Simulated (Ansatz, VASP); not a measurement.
## YHg in VASP and in Ansatz

Contents of INCAR:

```
PREC = Accurate
ENCUT = 520
EDIFF = 1E-8
ISMEAR = -1
SIGMA = 0.08
LREAL = F
LASPH = T
NELM = 60
ALGO = Normal
ISIF = 2
LWAVE = F
LCHARG = F
LEFG = T
NBANDS = 18
```

The input KPOINTS:

```
regular mesh
0
Gamma
  11 11 11
```

Contents of POSCAR:

```
YHg
1.0
    3.7304529249      0.0000000000      0.0000000000
    0.0000000000      3.7304529249      0.0000000000
    0.0000000000      0.0000000000      3.7304529249
Y Hg
1 1
Direct
    0.5000000000      0.5000000000      0.5000000000
    0.0000000000      0.0000000000      0.0000000000
```

Input for Ansatz:

```yaml
crystal:
  lattice:
    - [3.7304529249, 0.0, 0.0]
    - [0.0, 3.7304529249, 0.0]
    - [0.0, 0.0, 3.7304529249]
  atoms:
    - { symbol: "Y", position: [0.5, 0.5, 0.5] }
    - { symbol: Hg, position: [0.0, 0.0, 0.0] }
kpoints:
  mp_grid: { grid: [11, 11, 11] }
scf:
  occupations: { method: fermi_dirac, width: 0.08 }
hamiltonian:
  xc: lda
  pseudopotentials: { kind: all_electron, datasets: crystal }
output:
  forces: true
  stress: true
  eigenvalues: true
  efg: { contact_densities: true }
```

Change from the starting cell: volume scaled by 1.04, crystal datasets.

Alike in both runs: task electric field gradients; functional LDA; k mesh 11 × 11 × 11; occupations fermi-dirac, width 0.08 eV; no spin polarisation.

|  | VASP | Ansatz |
| --- | --- | --- |
| version | VASP 6.6.1 | Ansatz 0.2.0 |
| potentials or method | VASP PAW LDA potentials, release 64 (Y_sv, Hg), cutoff 520 eV | all-electron PAW with datasets made for the crystal, scalar-relativistic |

```csv
,VASP,Ansatz,Ansatz less VASP
pressure (GPa),-5.6,-5.8,-0.17
```

LDA's correlation is that of Perdew and Zunger in VASP and of Perdew and Wang (1992) in Ansatz. Ansatz ran all-electron here, and VASP with PAW potentials.

Spin-orbit coupling is off throughout.
